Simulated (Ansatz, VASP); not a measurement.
**Ca in VASP and in Ansatz**

```xyz
1
Lattice="3.2139 0.0000 0.0000 0.0000 3.2139 0.0000 0.0000 0.0000 3.2139" Properties=species:S:1:pos:R:3 pbc="T T T"
Ca    0.0000    0.0000    0.0000
```

Change from the starting cell: volume scaled by 0.8, PAW files.

Alike in both runs: task single point; functional PBEsol; k mesh 11 × 11 × 11; occupations fermi-dirac, width 0.08 eV; no spin polarisation.

|  | VASP | Ansatz |
| --- | --- | --- |
| version | VASP 6.6.1 | Ansatz 0.2.0 |
| potentials or method | VASP PAW PBE potentials, release 64 (Ca_sv) | PAW with Ansatz's default frozen-core files, scalar-relativistic |
| plane-wave cutoff (eV) | 520 | 420 |
| valence electrons in the cell | 10 | 10 |

```csv
,VASP,Ansatz,Ansatz less VASP
pressure (GPa),3.6,3.6,-0.02
```

VASP's potentials were made for PBE, not for PBEsol.
